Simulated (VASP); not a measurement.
# KAg4Sb3 (R-3m) in VASP: single point with PBE

Aim: the single point of KAg4Sb3 with PBE.

Everything below comes from runs of VASP 6.6.1. Logs are shortened: lines on timing, memory, paths and dates and some standing lists are left out, and cuts for length are marked.

## 1. The cell of the first run

The structure is trigonal, space group R-3m (No. 166). Conventional cell: a = 4.503 Å, b = 4.503 Å, c = 36.598 Å, α = 90.00°, β = 90.00°, γ = 120.00°. K (site symmetry -3m) has 6 Sb at 3.46 Å and 6 Ag at 3.82 Å and 6 K at 4.50 Å within 4.6 Å. Within 3.5 Å of Ag (site symmetry 3m) lie 4 Sb at 2.65 to 3.30 Å and 3 Ag at 3.37 Å. Ag (site symmetry 3m) has 4 Sb at 2.66 to 2.84 Å and 6 Ag at 3.37 to 3.48 Å within 3.5 Å. Within 3.5 Å of Sb (site symmetry 3m) lie 4 Ag at 2.65 to 2.66 Å and 3 K at 3.46 Å. Within 3.7 Å of Sb (site symmetry -3m) lie 8 Ag at 2.84 to 3.30 Å.

## 2. Single point, PBE

Input file POSCAR:

```
KAg4Sb3
1.0
    4.5031900000      0.0000000000      0.0000000000
   -2.2515950000      3.8998820000      0.0000000000
   -2.2515950000      1.2999610000     12.1994620000
K Ag Sb
1 4 3
Direct
    0.5000000000      0.5000000000      0.5000000000
    0.0902700000      0.9097300000      0.2708100000
    0.9097300000      0.0902700000      0.7291900000
    0.3017700000      0.6982300000      0.9053100000
    0.6982300000      0.3017700000      0.0946900000
    0.2290400000      0.7709600000      0.6871200000
    0.7709600000      0.2290400000      0.3128800000
    0.0000000000      0.0000000000      0.0000000000
```

Input file INCAR.step1:

```
PREC = Accurate
ENCUT = 520
EDIFF = 1E-6
ISMEAR = -1
SIGMA = 0.011
LREAL = False
LASPH = True
NELM = 100
ALGO = Normal
ISIF = 2
LWAVE = False
LCHARG = True
LMAXMIX = 4
GGA = PE
NBANDS = 44
```

Input file KPOINTS.step1:

```
regular mesh
0
Gamma
  7 7 7
```

Input file INCAR.step2:

```
PREC = Accurate
ENCUT = 520
EDIFF = 1E-6
ISMEAR = -5
SIGMA = 0.011
LREAL = False
LASPH = True
NELM = 100
ALGO = Normal
ISIF = 2
LWAVE = False
LCHARG = False
LMAXMIX = 4
GGA = PE
LORBIT = 10
NBANDS = 44
NEDOS = 2001
ICHARG = 11
```

Input file KPOINTS.step2:

```
regular mesh
0
Gamma
  11 11 11
```

Potentials or basis: VASP PAW PBE potentials, release 64 (K_sv, Ag, Sb).

Run with:

```
cat potpaw_PBE.64/K_sv/POTCAR potpaw_PBE.64/Ag/POTCAR potpaw_PBE.64/Sb/POTCAR > POTCAR
cp INCAR.step1 INCAR
cp KPOINTS.step1 KPOINTS
mpirun -np 1 vasp_std > vasp.out
cp INCAR.step2 INCAR
cp KPOINTS.step2 KPOINTS
mpirun -np 1 vasp_std > vasp.out
```

OUTCAR:

```text
PREC = Accurate
   ENCUT = 520
   EDIFF = 1E-6
   ISMEAR = -5
   LREAL = False
   LASPH = True
   NELM = 100
   ISIF = 2
   GGA = PE
   LORBIT = 10
   ICHARG = 11

 ion  position               nearest neighbor table
   1  0.500  0.500  0.500-   6 3.46   7 3.46   7 3.46   6 3.46   6 3.46   7 3.46
   2  0.090  0.910  0.271-   7 2.65   7 2.65   7 2.65   8 3.30   5 3.37   5 3.37   5 3.37
   3  0.910  0.090  0.729-   6 2.65   6 2.65   6 2.65   8 3.30   4 3.37   4 3.37   4 3.37
   4  0.302  0.698  0.905-   6 2.66   8 2.84   8 2.84   8 2.84   3 3.37   3 3.37   3 3.37   5 3.48
                             5 3.48   5 3.48
   5  0.698  0.302  0.095-   7 2.66   8 2.84   8 2.84   8 2.84   2 3.37   2 3.37   2 3.37   4 3.48
                             4 3.48   4 3.48
   6  0.229  0.771  0.687-   3 2.65   3 2.65   3 2.65   4 2.66   1 3.46   1 3.46   1 3.46
   7  0.771  0.229  0.313-   2 2.65   2 2.65   2 2.65   5 2.66   1 3.46   1 3.46   1 3.46
   8  0.000  0.000  0.000-   4 2.84   5 2.84   5 2.84   4 2.84   5 2.84   4 2.84   2 3.30   3 3.30

  LATTYP: Found a trigonal (rhomboedric) cell.
 ALAT       =    12.4734302538
 COS(alpha) =     0.9348312185

  Lattice vectors:

 A1 = (  -0.0000000000,  -2.5999210000,  12.1994620000)
 A2 = (   2.2515950000,   1.2999610000,  12.1994620000)
 A3 = (  -2.2515950000,   1.2999610000,  12.1994620000)

Analysis of symmetry for initial positions (statically):
=====================================================================
 Subroutine PRICEL returns:
 Original cell was already a primitive cell.

 Routine SETGRP: Setting up the symmetry group for a
 trigonal (rhombohedral) supercell.

 Subroutine GETGRP returns: Found 12 space group operations
 (whereof 12 operations were pure point group operations)
 out of a pool of 12 trial point group operations.

The static configuration has the point symmetry D_3d.

Analysis of symmetry for dynamics (positions and initial velocities):
=====================================================================
 Subroutine PRICEL returns:
 Original cell was already a primitive cell.

 Routine SETGRP: Setting up the symmetry group for a
 trigonal (rhombohedral) supercell.

 Subroutine GETGRP returns: Found 12 space group operations
 (whereof 12 operations were pure point group operations)
 out of a pool of 12 trial point group operations.

The dynamic configuration has the point symmetry D_3d.

 Subroutine INISYM returns: Found 12 space group operations
 (whereof 12 operations are pure point group operations),
 and found     1 'primitive' translations

----------------------------------------------------------------------------------------

                                     Primitive cell

  volume of cell :     214.2458

  direct lattice vectors                    reciprocal lattice vectors
     4.503190000  0.000000000  0.000000000     0.222064803  0.128209007  0.027323606
    -2.251595000  3.899882000  0.000000000     0.000000000  0.256418015 -0.027323616
    -2.251595000  1.299961000 12.199462000     0.000000000  0.000000000  0.081970828

  length of vectors
     4.503190000  4.503194384 12.473429830     0.257869940  0.257869692  0.081970828

  position of ions in fractional coordinates (direct lattice)
     0.500000000  0.500000000  0.500000000
     0.090270000  0.909730000  0.270810000
     0.909730000  0.090270000  0.729190000
     0.301770000  0.698230000  0.905310000
     0.698230000  0.301770000  0.094690000
     0.229040000  0.770960000  0.687120000
     0.770960000  0.229040000  0.312880000
     0.000000000  0.000000000  0.000000000

  ion indices of the primitive-cell ions
   primitive index   ion index
                 1           1
                 2           2
                 3           3
                 4           4
                 5           5
                 6           6
                 7           7
                 8           8

----------------------------------------------------------------------------------------

 KPOINTS: regular mesh

Automatic generation of k-mesh.
 Grid dimensions read from file:
 generate k-points for:   11   11   11

 Generating k-lattice:

  Cartesian coordinates                     Fractional coordinates (reciprocal lattice)
     0.020187709  0.011655364  0.002483964     0.090909091  0.000000000  0.000000000
     0.000000000  0.023310729 -0.002483965     0.000000000  0.090909091 -0.000000000
     0.000000000  0.000000000  0.007451893     0.000000000  0.000000000  0.090909091

  Length of vectors
     0.023442722  0.023442699  0.007451893

  Shift w.r.t. Gamma in fractional coordinates (k-lattice)
     0.000000000  0.000000000  0.000000000

 TETIRR: Found    671 inequivalent tetrahedra from     7986

 Subroutine IBZKPT returns following result:
 ===========================================

 Found    146 irreducible k-points:

 Following reciprocal coordinates:
            Coordinates               Weight
  0.000000  0.000000  0.000000      1.000000
  0.090909  0.000000  0.000000      6.000000
  0.181818  0.000000  0.000000      6.000000
  0.272727  0.000000  0.000000      6.000000
  0.363636  0.000000 -0.000000      6.000000
  0.454545  0.000000  0.000000      6.000000
[... 16 lines left out ...]
 -0.272727  0.181818 -0.000000     12.000000
 -0.181818  0.181818 -0.000000      6.000000
 [... further k-points ...]
   k-points           NKPTS =    146   k-points in BZ     NKDIM =    146   number of bands    NBANDS=     44
   number of dos      NEDOS =   2001   number of ions     NIONS =      8
   total plane-waves  NPLWV = 124416
   dimension x,y,z NGX =    36 NGY =   36 NGZ =   96
   dimension x,y,z NGXF=    72 NGYF=   72 NGZF=  192
   ions per type =               1   4   3
   NGX,Y,Z   is equivalent  to a cutoff of  13.29, 13.29, 12.79 a.u.
   NGXF,Y,Z  is equivalent  to a cutoff of  26.58, 26.58, 25.59 a.u.
 SYSTEM =  unknown system
   PREC   = accura    normal or accurate (medium, high low for compatibility)
   ISTART =      0    job   : 0-new  1-cont  2-samecut
   ICHARG =     11    charge: 1-file 2-atom 10-const
   ISPIN  =      1    spin polarized calculation?
   LNONCOLLINEAR =      F non collinear calculations
   LSORBIT =      F    spin-orbit coupling
   LASPH  =      T    aspherical Exc in radial PAW
   ENCUT  =  520.0 eV  38.22 Ry    6.18 a.u.   8.37  8.37 23.19*2*pi/ulx,y,z
   NELM   =    100;   NELMIN=  2; NELMDL=  0     # of ELM steps
   EDIFF  = 0.1E-05   stopping-criterion for ELM
   LREAL  =      F    real-space projection
   EDIFFG = 0.1E-04   stopping-criterion for IOM
   NSW    =      0    number of steps for IOM
   IBRION =     -1    ionic relax: 0-MD 1-quasi-New 2-CG
   NFREE  =      0    steps in history (QN), initial steepest desc. (CG)
   ISIF   =      2    stress and relaxation
   ISYM   =      2    0-nonsym 1-usesym 2-fastsym
   POTIM  = 0.5000    time-step for ionic-motion
   TEBEG  =    0.0;   TEEND  =   0.0 temperature during run
   PSTRESS=    0.0 pullay stress
   NELECT =      68.0000    total number of electrons
   NUPDOWN=      -1.0000    fix difference up-down
   EMIN   =  10.00;   EMAX   =-10.00  energy-range for DOS
   EFERMI =   0.00;   METHOD = LEGACY
   ISMEAR =    -5;   SIGMA  =   0.01  broadening in eV -4-tet -1-fermi 0-gaus
   EFERMI_NEDOS =   21; number of points for ismear=-14 and -15
   IALGO  =     38    algorithm
   IMIX   =      4    mixing-type and parameters
     AMIX     =   0.40;   BMIX     =  1.00
     AMIX_MAG =   1.60;   BMIX_MAG =  1.00
  volume/ion in A,a.u.               =      26.78       180.73
  Fermi-wavevector in a.u.,A,eV,Ry     =   1.116710  2.110276 16.967020  1.247041
  Thomas-Fermi vector in A             =   2.253326
   LORBIT       =     10    0 simple, 1 ext, 2 COOP (PROOUT), +10 PAW based schemes
   GGA     = PE    functional components
   LHFCALC =     F    Hartree Fock is set to
   AEXX    =    0.0000 exact exchange contribution
   IVDW    =     0    specifies the selected vdW correction
   LEPSILON=     F    determine dielectric tensor
   LRPA    =     F    only Hartree local field effects (RPA)
 non-spin polarized calculation
 Fermi weights with tetrahedron method with Bloechl corrections
  energy-cutoff  :      520.00
  volume of cell :      214.25
 maximum number of plane-waves:      5833
 NGX is ok and might be reduce to    36

 number of electron      68.0000000 magnetization

 Free energy of the ion-electron system (eV)
  ---------------------------------------------------
  ext. energy  EPLUGINS =         0.00000000
  ---------------------------------------------------
  free energy    TOTEN  =       -23.84659106 eV

  energy without entropy =      -23.84659106  energy(sigma->0) =      -23.84659106

 E-fermi :   5.1143     XC(G=0):  -9.5608

 val. band max:        5.1707351329   @ k =   0.0909  -0.1818   0.0909
 cond. band min:       5.1016184538   @ k =   0.4545   0.3636   0.0909
 fundamental gap:     -0.0691166791
 Fermi energy:         5.1143259093

 k-point     1 :       0.0000    0.0000    0.0000
  band No.  band energies     occupation
      1     -25.1964      2.00000
      2      -8.7829      2.00000
      3      -8.6996      2.00000
      4      -8.6996      2.00000
      5      -5.1455      2.00000
      6      -4.6393      2.00000
[... 36 lines left out ...]
     43      10.0603      0.00000
     44      10.0603      0.00000

 k-point     2 :       0.0909    0.0000    0.0000
  band No.  band energies     occupation
      1     -25.1960      2.00000
      2      -8.7786      2.00000
      3      -8.7097      2.00000
      4      -8.7015      2.00000
      5      -5.0942      2.00000
      6      -4.6067      2.00000
[... 36 lines left out ...]
     43      10.0987      0.00000
     44      10.3734      0.00000

 k-point     3 :       0.1818    0.0000    0.0000
  band No.  band energies     occupation
      1     -25.1948      2.00000
      2      -8.7674      2.00000
      3      -8.7363      2.00000
      4      -8.7067      2.00000
      5      -4.9505      2.00000
      6      -4.5117      2.00000
[... 36 lines left out ...]
     43      10.2972      0.00000
     44      10.5352      0.00000

 k-point     4 :       0.2727    0.0000    0.0000
  band No.  band energies     occupation
      1     -25.1932      2.00000
      2      -8.7717      2.00000
      3      -8.7513      2.00000
      4      -8.7135      2.00000
      5      -4.7453      2.00000
      6      -4.3736      2.00000
[... 882 lines left out ...]
     43      10.2313      0.00000
     44      10.2975      0.00000

 k-point    23 :      -0.2727    0.1818   -0.0000
  band No.  band energies     occupation
      1     -25.1938      2.00000
      2      -8.7594      2.00000
      3      -8.7548      2.00000
      4      -8.7131      2.00000
      5      -4.8163      2.00000
      6      -4.4513      2.00000
[... 36 lines left out ...]
     43      10.1676      0.00000
     44      10.4117      0.00000

 k-point    24 :      -0.1818    0.1818   -0.0000
  band No.  band energies     occupation
      1     -25.1948      2.00000
      2      -8.7674      2.00000
      3      -8.7363      2.00000
      4      -8.7067      2.00000
      5      -4.9463      2.00000
      6      -4.5350      2.00000
[... 36 lines left out ...]
     43      10.3733      0.00000
     44      10.4957      0.00000

 [... further k-points ...]

------------------------ aborting loop because EDIFF is reached ----------------------------------------

  FORCE on cell =-STRESS in cart. coord.  units (eV):
  Direction    XX          YY          ZZ          XY          YZ          ZX
  --------------------------------------------------------------------------------------
  -------------------------------------------------------------------------------------
  Total        4.8679429      4.8679555      1.4820974      0.0000000      0.0000000      0.0000000
  in kB       36.4035416     36.4036361     11.0834489      0.0000000      0.0000003      0.0000000
  external PRESSURE =      27.9635422 kB  Pullay stress =       0.0000000 kB

 VOLUME and BASIS-vectors are now :
 -----------------------------------------------------------------------------
  energy-cutoff  :      520.00
  volume of cell :      214.25
      direct lattice vectors                 reciprocal lattice vectors
     4.503190000  0.000000000  0.000000000     0.222064803  0.128209007  0.027323606
    -2.251595000  3.899882000  0.000000000     0.000000000  0.256418015 -0.027323616
    -2.251595000  1.299961000 12.199462000     0.000000000  0.000000000  0.081970828

 POSITION                                       TOTAL-FORCE (eV/Angst)
 -----------------------------------------------------------------------------------
      0.00000      2.59992      6.09973         0.000000      0.000000      0.000000
     -2.25160      3.89988      3.30374         0.000000     -0.000000     -0.553228
      2.25160      1.29996      8.89573        -0.000000      0.000000      0.553228
     -2.25160      3.89988     11.04429         0.000000      0.000000      0.380428
      2.25160      1.29996      1.15517        -0.000000     -0.000000     -0.380428
     -2.25160      3.89988      8.38249        -0.000000     -0.000000     -0.234853
      2.25160      1.29996      3.81697         0.000000      0.000000      0.234853
      0.00000      0.00000      0.00000         0.000000      0.000000      0.000000
 -----------------------------------------------------------------------------------
    total drift:                               -0.000000     -0.000000     -0.000000

  FREE ENERGIE OF THE ION-ELECTRON SYSTEM (eV)
  ---------------------------------------------------
  free  energy   TOTEN  =       -23.8465910574 eV

  energy  without entropy=      -23.8465910574  energy(sigma->0) =      -23.84659106

 total charge

# of ion       s       p       d       tot
------------------------------------------
    1        1.965   5.582   0.040   7.587
    2        0.464   0.326   9.135   9.925
    3        0.464   0.326   9.135   9.925
    4        0.421   0.281   9.145   9.846
    5        0.421   0.281   9.145   9.846
    6        1.146   1.306   0.035   2.486
    7        1.146   1.306   0.035   2.486
    8        1.172   1.146   0.036   2.354
--------------------------------------------------
tot          7.197  10.554  36.706  54.457
```

Run time: 11 min. Hardware: 1 thread of Intel Xeon 6975P-C (Granite Rapids), shared host; peak memory 1.2 GiB.

What came out:

| Quantity | Value |
| --- | --- |
| Valence electrons inside the program's atomic spheres | K 7.59; Ag 9.93, 9.85 (each value once); Sb 2.49, 2.35 (each value once) |

Caveat: spin-orbit coupling is left out, which moves the levels of the heavy elements; tetrahedron occupations give inexact forces and stress in metals.
